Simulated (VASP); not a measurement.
# In (Fd-3m) in VASP: notebook

The runs below take In through relaxation of cell and atoms, single point, with PBEsol.

Everything below comes from runs of VASP 6.6.1. Logs are shortened: lines on timing, memory, paths and dates and some standing lists are left out, and cuts for length are marked.

## (1) The cell of the first run

Symmetry: Fd-3m, No. 227, cubic system. Conventional cell: a = 6.225 Å, b = 6.225 Å, c = 6.225 Å, α = 90.00°, β = 90.00°, γ = 90.00°. Within 3.6 Å of In (site symmetry -43m) lie 4 In at 2.70 Å.

## (2) Relaxation of cell and atoms, PBEsol

File INCAR:

```
SYSTEM = In
ALGO = Fast ; EDIFF = 1E-6
EDIFFG = -0.04 ; ENCUT = 600
GGA = PS ; IBRION = 2
ISIF = 3 ; ISMEAR = 0
LASPH = .True. ; LCHARG = .False.
LREAL = .False. ; LWAVE = .False.
NELM = 80 ; NSW = 90
PREC = Accurate ; SIGMA = 0.1
```

File KPOINTS:

```
k-points
0
Gamma
  6 6 6
  0 0 0
```

File POSCAR:

```
In
1.0
    0.0000000000      3.1124791717      3.1124791717
    3.1124791717      0.0000000000      3.1124791717
    3.1124791717      3.1124791717      0.0000000000
In
2
Direct
    0.5000000000      0.5000000000      0.5000000000
    0.7500000000      0.7500000000      0.7500000000
```

Potentials or basis: VASP PAW PBE potentials, release 64 (In_d).

The run is started by

```bash
$ cat potpaw_PBE.64/In_d/POTCAR > POTCAR
$ mpirun -np 1 vasp_std > vasp.out
```

OUTCAR:

```text
SYSTEM = In
   EDIFF = 1E-6
   EDIFFG = -0.04
   ENCUT = 600
   GGA = PS
   IBRION = 2
   ISIF = 3
   ISMEAR = 0
   LASPH = .True.
   LREAL = .False.
   NELM = 80
   NSW = 90
   PREC = Accurate

 ion  position               nearest neighbor table
   1  0.500  0.500  0.500-   2 2.70   2 2.70   2 2.70   2 2.70
   2  0.750  0.750  0.750-   1 2.70   1 2.70   1 2.70   1 2.70

  LATTYP: Found a face centered cubic cell.
 ALAT       =     6.2249583434

  Lattice vectors:

 A1 = (   0.0000000000,   3.1124791717,   3.1124791717)
 A2 = (   3.1124791717,   0.0000000000,   3.1124791717)
 A3 = (   3.1124791717,   3.1124791717,   0.0000000000)

Analysis of symmetry for initial positions (statically):
=====================================================================
 Subroutine PRICEL returns:
 Original cell was already a primitive cell.

 Routine SETGRP: Setting up the symmetry group for a
 face centered cubic supercell.

 Subroutine GETGRP returns: Found 48 space group operations
 (whereof 24 operations were pure point group operations)
 out of a pool of 48 trial point group operations.

The static configuration has the point symmetry T_d .
 The point group associated with its full space group is O_h .

Analysis of symmetry for dynamics (positions and initial velocities):
=====================================================================
 Subroutine PRICEL returns:
 Original cell was already a primitive cell.

 Routine SETGRP: Setting up the symmetry group for a
 face centered cubic supercell.

 Subroutine GETGRP returns: Found 48 space group operations
 (whereof 24 operations were pure point group operations)
 out of a pool of 48 trial point group operations.

The dynamic configuration has the point symmetry T_d .
 The point group associated with its full space group is O_h .

 Subroutine INISYM returns: Found 48 space group operations
 (whereof 24 operations are pure point group operations),
 and found     1 'primitive' translations

----------------------------------------------------------------------------------------

                                     Primitive cell

  volume of cell :      60.3044

  direct lattice vectors                    reciprocal lattice vectors
     0.000000000  3.112479172  3.112479172    -0.160643645  0.160643645  0.160643645
     3.112479172  0.000000000  3.112479172     0.160643645 -0.160643645  0.160643645
     3.112479172  3.112479172  0.000000000     0.160643645  0.160643645 -0.160643645

  length of vectors
     4.401710257  4.401710257  4.401710257     0.278242956  0.278242956  0.278242956

  position of ions in fractional coordinates (direct lattice)
     0.500000000  0.500000000  0.500000000
     0.750000000  0.750000000  0.750000000

  ion indices of the primitive-cell ions
   primitive index   ion index
                 1           1
                 2           2

----------------------------------------------------------------------------------------

 KPOINTS: k-points

Automatic generation of k-mesh.
 Grid dimensions read from file:
 generate k-points for:    6    6    6

 Generating k-lattice:

  Cartesian coordinates                     Fractional coordinates (reciprocal lattice)
    -0.026773941  0.026773941  0.026773941     0.166666667  0.000000000  0.000000000
     0.026773941 -0.026773941  0.026773941     0.000000000  0.166666667  0.000000000
     0.026773941  0.026773941 -0.026773941     0.000000000  0.000000000  0.166666667

  Length of vectors
     0.046373826  0.046373826  0.046373826

  Shift w.r.t. Gamma in fractional coordinates (k-lattice)
     0.000000000  0.000000000  0.000000000

 Subroutine IBZKPT returns following result:
 ===========================================

 Found     16 irreducible k-points:

 Following reciprocal coordinates:
            Coordinates               Weight
  0.000000  0.000000  0.000000      1.000000
  0.166667  0.000000  0.000000      8.000000
  0.333333  0.000000  0.000000      8.000000
  0.500000  0.000000  0.000000      4.000000
  0.166667  0.166667  0.000000      6.000000
  0.333333  0.166667  0.000000     24.000000
[... 8 lines left out ...]
 -0.333333  0.333333  0.166667     24.000000
 -0.333333  0.500000  0.166667     12.000000
   k-points           NKPTS =     16   k-points in BZ     NKDIM =     16   number of bands    NBANDS=     17
   number of dos      NEDOS =    301   number of ions     NIONS =      2
   total plane-waves  NPLWV =  46656
   dimension x,y,z NGX =    36 NGY =   36 NGZ =   36
   dimension x,y,z NGXF=    72 NGYF=   72 NGZF=   72
   ions per type =               2
   NGX,Y,Z   is equivalent  to a cutoff of  13.60, 13.60, 13.60 a.u.
   NGXF,Y,Z  is equivalent  to a cutoff of  27.19, 27.19, 27.19 a.u.
 SYSTEM =  In
   PREC   = accura    normal or accurate (medium, high low for compatibility)
   ISTART =      0    job   : 0-new  1-cont  2-samecut
   ICHARG =      2    charge: 1-file 2-atom 10-const
   ISPIN  =      1    spin polarized calculation?
   LNONCOLLINEAR =      F non collinear calculations
   LSORBIT =      F    spin-orbit coupling
   LASPH  =      T    aspherical Exc in radial PAW
   ENCUT  =  600.0 eV  44.10 Ry    6.64 a.u.   8.79  8.79  8.79*2*pi/ulx,y,z
   NELM   =     80;   NELMIN=  2; NELMDL= -5     # of ELM steps
   EDIFF  = 0.1E-05   stopping-criterion for ELM
   LREAL  =      F    real-space projection
   EDIFFG = -.4E-01   stopping-criterion for IOM
   NSW    =     90    number of steps for IOM
   IBRION =      2    ionic relax: 0-MD 1-quasi-New 2-CG
   NFREE  =      1    steps in history (QN), initial steepest desc. (CG)
   ISIF   =      3    stress and relaxation
   ISYM   =      2    0-nonsym 1-usesym 2-fastsym
   POTIM  = 0.5000    time-step for ionic-motion
   TEBEG  =    0.0;   TEEND  =   0.0 temperature during run
   PSTRESS=    0.0 pullay stress
   NELECT =      26.0000    total number of electrons
   NUPDOWN=      -1.0000    fix difference up-down
   EMIN   =  10.00;   EMAX   =-10.00  energy-range for DOS
   EFERMI =   0.00;   METHOD = LEGACY
   ISMEAR =     0;   SIGMA  =   0.10  broadening in eV -4-tet -1-fermi 0-gaus
   EFERMI_NEDOS =   21; number of points for ismear=-14 and -15
   IALGO  =     68    algorithm
   IMIX   =      4    mixing-type and parameters
     AMIX     =   0.40;   BMIX     =  1.00
     AMIX_MAG =   1.60;   BMIX_MAG =  1.00
  volume/ion in A,a.u.               =      30.15       203.48
  Fermi-wavevector in a.u.,A,eV,Ry     =   1.236753  2.337124 20.810886  1.529557
  Thomas-Fermi vector in A             =   2.371348
   LORBIT       =      0    0 simple, 1 ext, 2 COOP (PROOUT), +10 PAW based schemes
   GGA     = PS    functional components
   LHFCALC =     F    Hartree Fock is set to
   AEXX    =    0.0000 exact exchange contribution
   IVDW    =     0    specifies the selected vdW correction
   LEPSILON=     F    determine dielectric tensor
   LRPA    =     F    only Hartree local field effects (RPA)
 conjugate gradient relaxation of ions
 non-spin polarized calculation
 RMM-DIIS sequential band-by-band and
 Gauss-broadening in eV      SIGMA  =   0.10
  energy-cutoff  :      600.00
  volume of cell :       60.30
 maximum number of plane-waves:      2044
   NGX = 17   NGY = 17   NGZ = 17

--------------------------------------- Ionic step        1  -------------------------------------------

 number of electron      25.9999996 magnetization

 Free energy of the ion-electron system (eV)
  ---------------------------------------------------
  ext. energy  EPLUGINS =         0.00000000
  ---------------------------------------------------
  free energy    TOTEN  =        -4.96676867 eV

  energy without entropy =       -4.95871165  energy(sigma->0) =       -4.96274016

 E-fermi :   5.3747     XC(G=0):  -9.4769

 val. band max:        5.3531128711   @ k =  -0.1667   0.1667   0.0000
 cond. band min:       5.4638494253   @ k =   0.5000   0.3333   0.1667
 fundamental gap:      0.1107365541
 Fermi energy:         5.3747493794

 k-point     1 :       0.0000    0.0000    0.0000
  band No.  band energies     occupation
      1      -9.4740      2.00000
      2      -9.4740      2.00000
      3      -9.4740      2.00000
      4      -9.3812      2.00000
      5      -9.3812      2.00000
      6      -8.7172      2.00000
[... 9 lines left out ...]
     16       9.9380      0.00000
     17       9.9380      0.00000
[... 281 lines left out ...]
 k-point    16 :      -0.3333    0.5000    0.1667
  band No.  band energies     occupation
      1      -9.6083      2.00000
      2      -9.6083      2.00000
      3      -9.2549      2.00000
      4      -9.2549      2.00000
      5      -9.0083      2.00000
      6      -9.0083      2.00000
[... 9 lines left out ...]
     16       9.9375      0.00000
     17      13.5514      0.00000

------------------------ aborting loop because EDIFF is reached ----------------------------------------

  FORCE on cell =-STRESS in cart. coord.  units (eV):
  Direction    XX          YY          ZZ          XY          YZ          ZX
  --------------------------------------------------------------------------------------
  -------------------------------------------------------------------------------------
  Total        2.4525532      2.4525532      2.4525532     -0.0000000      0.0000000      0.0000000
  in kB       65.1597885     65.1597885     65.1597885     -0.0000000      0.0000000      0.0000000
  external PRESSURE =      65.1597885 kB  Pullay stress =       0.0000000 kB

 VOLUME and BASIS-vectors are now :
 -----------------------------------------------------------------------------
  energy-cutoff  :      600.00
  volume of cell :       60.30
      direct lattice vectors                 reciprocal lattice vectors
     0.000000000  3.112479172  3.112479172    -0.160643645  0.160643645  0.160643645
     3.112479172  0.000000000  3.112479172     0.160643645 -0.160643645  0.160643645
     3.112479172  3.112479172  0.000000000     0.160643645  0.160643645 -0.160643645

 POSITION                                       TOTAL-FORCE (eV/Angst)
 -----------------------------------------------------------------------------------
      3.11248      3.11248      3.11248         0.000000      0.000000     -0.000000
      4.66872      4.66872      4.66872        -0.000000     -0.000000      0.000000
 -----------------------------------------------------------------------------------
    total drift:                                0.000000      0.000000      0.000000

  FREE ENERGIE OF THE ION-ELECTRON SYSTEM (eV)
  ---------------------------------------------------
  free  energy   TOTEN  =        -4.9667686712 eV

  energy  without entropy=       -4.9587116483  energy(sigma->0) =       -4.96274016

--------------------------------------- Ionic step        2  -------------------------------------------

 number of electron      26.0000010 magnetization

 Free energy of the ion-electron system (eV)
  ---------------------------------------------------
  ext. energy  EPLUGINS =         0.00000000
  ---------------------------------------------------
  free energy    TOTEN  =        -5.14958462 eV

  energy without entropy =       -5.14181770  energy(sigma->0) =       -5.14570116

 E-fermi :   3.8727     XC(G=0):  -8.7158

 val. band max:        3.7677547043   @ k =   0.1667   0.1667   0.0000
 cond. band min:       3.8846413436   @ k =   0.3333   0.3333   0.0000
 fundamental gap:      0.1168866393
 Fermi energy:         3.8726608829

 k-point     1 :       0.0000    0.0000    0.0000
  band No.  band energies     occupation
      1     -10.6613      2.00000
      2     -10.6613      2.00000
      3     -10.6613      2.00000
      4     -10.5914      2.00000
      5     -10.5914      2.00000
      6     -10.1415      2.00000
[... 9 lines left out ...]
     16       7.9888      0.00000
     17       7.9888      0.00000
[... 281 lines left out ...]
 k-point    16 :      -0.3333    0.5000    0.1667
  band No.  band energies     occupation
      1     -10.7537      2.00000
      2     -10.7537      2.00000
      3     -10.5028      2.00000
      4     -10.5028      2.00000
      5     -10.3461      2.00000
      6     -10.3461      2.00000
[... 9 lines left out ...]
     16       7.9696      0.00000
     17      11.1023      0.00000

------------------------ aborting loop because EDIFF is reached ----------------------------------------

  FORCE on cell =-STRESS in cart. coord.  units (eV):
  Direction    XX          YY          ZZ          XY          YZ          ZX
  --------------------------------------------------------------------------------------
  -------------------------------------------------------------------------------------
  Total        0.0276486      0.0276486      0.0276486     -0.0000000      0.0000000     -0.0000000
  in kB        0.6182311      0.6182311      0.6182311     -0.0000000      0.0000000     -0.0000000
  external PRESSURE =       0.6182311 kB  Pullay stress =       0.0000000 kB

 VOLUME and BASIS-vectors are now :
 -----------------------------------------------------------------------------
  energy-cutoff  :      600.00
  volume of cell :       71.65
      direct lattice vectors                 reciprocal lattice vectors
    -0.000000000  3.296609824  3.296609824    -0.151670967  0.151670967  0.151670967
     3.296609824  0.000000000  3.296609824     0.151670967 -0.151670967  0.151670967
     3.296609824  3.296609824  0.000000000     0.151670967  0.151670967 -0.151670967

 POSITION                                       TOTAL-FORCE (eV/Angst)
 -----------------------------------------------------------------------------------
      3.29661      3.29661      3.29661         0.000000      0.000000      0.000000
      4.94491      4.94491      4.94491        -0.000000     -0.000000     -0.000000
 -----------------------------------------------------------------------------------
    total drift:                                0.000000      0.000000      0.000000

  FREE ENERGIE OF THE ION-ELECTRON SYSTEM (eV)
  ---------------------------------------------------
  free  energy   TOTEN  =        -5.1495846248 eV

  energy  without entropy=       -5.1418176988  energy(sigma->0) =       -5.14570116

 reached required accuracy - stopping structural energy minimisation
```

Wall time 33 s (1 thread of Intel Xeon Platinum 8559C (Emerald Rapids), shared host); peak memory 0.2 GiB.

Results:

- Free energy: -5.1496 eV
- Relaxed volume: 35.83 Å³/atom
- Relaxed cell: a = 4.662 Å, b = 4.662 Å, c = 4.662 Å, α = 60.00°, β = 60.00°, γ = 60.00°
- Space group after relaxing (to 0.05 Å): Fd-3m (No. 227)
- Energy gained by relaxing: 91.4 meV/atom
- Ionic steps: 2
- Pressure after relaxing: 0.1 GPa
- Band gap on the k mesh: zero (band 13 reaches 6.33 eV, above the bottom of band 14 at 2.88 eV)

The path:
```tsv
step	energy change (eV)	largest force (eV/Å)	pressure (GPa)	volume (Å³)
1	0.0000	0.0000	6.52	60.30
2	-0.1828	0.0000	0.06	71.65
```

Final structure:
```
In
1.0
     0.00000    3.29661    3.29661
     3.29661    0.00000    3.29661
     3.29661    3.29661    0.00000
In
2
Cartesian
  3.2966 3.2966 3.2966
  4.9449 4.9449 4.9449
```

Levels at points of the mesh, in eV from the Fermi level:
```
           k point  band 10  band 11  band 12  band 13  band 14  band 15
(0.00, 0.00, 0.00)   -13.96    -8.08     2.46     2.46     2.46     2.46
(0.50, 0.00, 0.00)   -13.92    -6.29    -3.96     1.11     1.11     2.33
(0.50, 0.50, 0.00)   -13.88    -4.85    -4.85    -0.41    -0.41     2.50
```

Caveat: the volume moved by over 15 % at a fixed basis, so the end points are rough; the PAW data sets were made with another functional, which shifts forces and pressure a little; spin-orbit coupling is left out, which moves the levels of the heavy elements.

## (3) Single point, PBEsol

This run uses another cell than the first one, of 35.44 Å³/atom, 1.175 times its volume.

File INCAR:

```
SYSTEM = In
ALGO = Fast ; EDIFF = 1E-6
ENCUT = 520 ; GGA = PS
ISIF = 2 ; ISMEAR = 0
LASPH = .True. ; LCHARG = .False.
LREAL = .False. ; LWAVE = .False.
NBANDS = 20 ; NELM = 80
PREC = Accurate ; SIGMA = 0.1
```

File KPOINTS:

```
k-points
0
Gamma
  14 14 14
  0 0 0
```

File POSCAR:

```
In
1.0
    0.0000000000      3.2847098290      3.2847098290
    3.2847098290      0.0000000000      3.2847098290
    3.2847098290      3.2847098290      0.0000000000
In
2
Direct
    0.0000000000      0.0000000000      0.0000000000
    0.2500000000      0.2500000000      0.2500000000
```

Potentials or basis: VASP PAW PBE potentials, release 64 (In_d).

The run is started by

```bash
$ cat potpaw_PBE.64/In_d/POTCAR > POTCAR
$ mpirun -np 1 vasp_std > vasp.out
```

Run time: 80 s. Hardware: 1 thread of Intel Xeon Platinum 8559C (Emerald Rapids), shared host; peak memory 0.27 GiB.

Results (log left out):

```yaml
Free_energy: -5.1702 eV
Pressure: 0.0 GPa
Band_gap_on_the_k_mesh: zero (band 13 reaches 6.44 eV, above the bottom of band 14 at 2.82 eV)
```

Levels at points of the mesh, in eV from the Fermi level:
| k point | band 9 | band 10 | band 11 | band 12 | band 13 | band 14 | band 15 | band 16 | band 17 | band 18 |
| --- | --- | --- | --- | --- | --- | --- | --- | --- | --- | --- |
| (0.00, 0.00, 0.00) | -13.99 | -13.99 | -8.15 | 2.46 | 2.46 | 2.46 | 2.53 | 4.12 | 4.12 | 4.12 |
| (0.50, 0.00, 0.00) | -13.95 | -13.95 | -6.34 | -4.01 | 1.09 | 1.09 | 2.36 | 5.03 | 5.03 | 6.50 |
| (0.50, 0.50, 0.00) | -13.92 | -13.92 | -4.88 | -4.88 | -0.44 | -0.44 | 2.49 | 2.49 | 10.00 | 10.00 |

Caveat: the PAW data sets were made with another functional, which shifts forces and pressure a little; spin-orbit coupling is left out, which moves the levels of the heavy elements.

## (4) Relaxation of cell and atoms, PBEsol

This run uses another cell than the first one, of 35.44 Å³/atom, 1.175 times its volume.

File INCAR:

```
ALGO     = Fast           # electronic algorithm
EDIFF    = 1E-6           # SCF threshold, eV
EDIFFG   = -0.01          # ionic threshold
ENCUT    = 600            # plane-wave cutoff, eV
GGA      = PS             # functional
IBRION   = 2              # ionic algorithm
ISIF     = 3              # what is computed and relaxed
ISMEAR   = 0              # smearing method
LASPH    = T              # aspherical terms in the spheres
LCHARG   = F              # write CHGCAR
LREAL    = F              # projectors in reciprocal space
LWAVE    = F              # write WAVECAR
NELM     = 100            # most SCF steps
NSW      = 100            # ionic steps
PREC     = Accurate       # precision mode
SIGMA    = 0.1            # smearing width, eV
```

File KPOINTS:

```
k-points
0
Gamma
  14 14 14
```

POSCAR is that of step 3.

The run is started by

```bash
$ cat potpaw_PBE.64/In_d/POTCAR > POTCAR
$ mpirun -np 1 vasp_std > vasp.out
```

It took 1.7 min on 1 thread of Intel Xeon Platinum 8559C (Emerald Rapids), shared host; peak memory 0.32 GiB.

It converged, with:

```
Free energy             : -5.1708 eV
Pressure after relaxing : 0.0 GPa
Band gap on the k mesh  : zero (band 13 reaches 6.44 eV, above the bottom of band 14 at 2.82 eV)
```

Final structure:
```cif
data_structure
_symmetry_space_group_name_H-M 'P 1'
_symmetry_Int_Tables_number 1
_cell_length_a 4.6453
_cell_length_b 4.6453
_cell_length_c 4.6453
_cell_angle_alpha 60.000
_cell_angle_beta 60.000
_cell_angle_gamma 60.000
_cell_volume 70.88
loop_
_atom_site_label
_atom_site_type_symbol
_atom_site_fract_x
_atom_site_fract_y
_atom_site_fract_z
_atom_site_occupancy
In1 In 0.00000 0.00000 0.00000 1
In2 In 0.25000 0.25000 0.25000 1
```

Levels at points of the mesh, in eV from the Fermi level:
```tsv
k point	band 9	band 10	band 11	band 12	band 13	band 14	band 15	band 16	band 17
(0.00, 0.00, 0.00)	-13.99	-13.99	-8.15	2.46	2.46	2.46	2.53	4.12	4.12
(0.50, 0.00, 0.00)	-13.95	-13.95	-6.34	-4.01	1.09	1.09	2.36	5.03	5.03
(0.50, 0.50, 0.00)	-13.92	-13.92	-4.88	-4.88	-0.44	-0.44	2.49	2.49	10.01
```

Caveat: the relaxation stopped at its first step, so nothing moved; the PAW data sets were made with another functional, which shifts forces and pressure a little; spin-orbit coupling is left out, which moves the levels of the heavy elements.

(Part 1 of 2 ends here.)
